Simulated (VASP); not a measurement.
Write the native input for VASP 6.6.1 that does the following.

* Task: single point
* Functional: PBE
* Potentials or basis: VASP PAW PBE potentials, release 64 (Y_sv, Tl_d)
* Cutoff: 520 eV
* k mesh: 4 × 4 × 3
* Occupations: methfessel-paxton, width 0.0805 eV
* Spin: collinear spin
* Starting moments: [0.2, 0.2, 0.2, 0.2, 0.2, 0.2] μB
* Dipole correction: no
* Further INCAR settings: ALGO = Normal; EDIFF = 1e-06; NBANDS = 48

The structure of Y2Tl lies in POSCAR:

```
Y2Tl
1.0
    5.4164970000      0.0000000000      0.0000000000
   -2.7082480000      4.6908260000      0.0000000000
    0.0000000000      0.0000000000      6.7482600000
Y Tl
4 2
Direct
    0.3333000000      0.6667000000      0.7500000000
    0.6666000000      0.3333000000      0.2500000000
    0.0000000000      0.0000000000      0.0000000000
    0.0000000000      0.0000000000      0.5000000000
    0.3333000000      0.6667000000      0.2500000000
    0.6666000000      0.3333000000      0.7500000000
```

One way to write it, as run:

INCAR

```
SYSTEM = Y2Tl
PREC     = Accurate       ! precision mode
ENCUT    = 520            ! plane-wave cutoff, eV
EDIFF    = 1E-6           ! SCF threshold, eV
ISMEAR   = 1              ! smearing method
SIGMA    = 0.0805         ! smearing width, eV
LREAL    = .FALSE.        ! projectors in reciprocal space
LASPH    = .TRUE.         ! aspherical terms in the spheres
NELM     = 150            ! most SCF steps
ALGO     = Normal         ! electronic algorithm
ISIF     = 2              ! what is computed and relaxed
LWAVE    = .FALSE.        ! write WAVECAR
LCHARG   = .FALSE.        ! write CHGCAR
ISPIN    = 2              ! spin polarisation
MAGMOM   = 0.2 0.2 0.2 0.2 0.2 0.2 ! initial moments
LORBIT   = 11             ! projections on sites
LMAXMIX  = 4              ! l up to which the mixer works
GGA      = PE             ! functional
NBANDS   = 48             ! bands
```

KPOINTS

```
Automatic mesh
0
G
  4 4 3
  0 0 0
```

Potentials or basis: VASP PAW PBE potentials, release 64 (Y_sv, Tl_d).

Command:

```bash
$ cat potpaw_PBE.64/Y_sv/POTCAR potpaw_PBE.64/Tl_d/POTCAR > POTCAR
$ mpirun -np 1 vasp_std > vasp.out
```

It gave:

The pressure is 0.1 GPa, the net moment is 1.47 μB per cell and the site moments are Y +0.20, +0.29 (each value once); Tl -0.01 μB. The valence electrons inside the program's atomic spheres are Y 9.46, 9.44 (each value once); Tl 11.37.

Run time: 4.1 min on 1 thread of Intel(R) Xeon(R) Platinum 8488C (Sapphire Rapids) (shared host), peak memory 0.43 GiB.
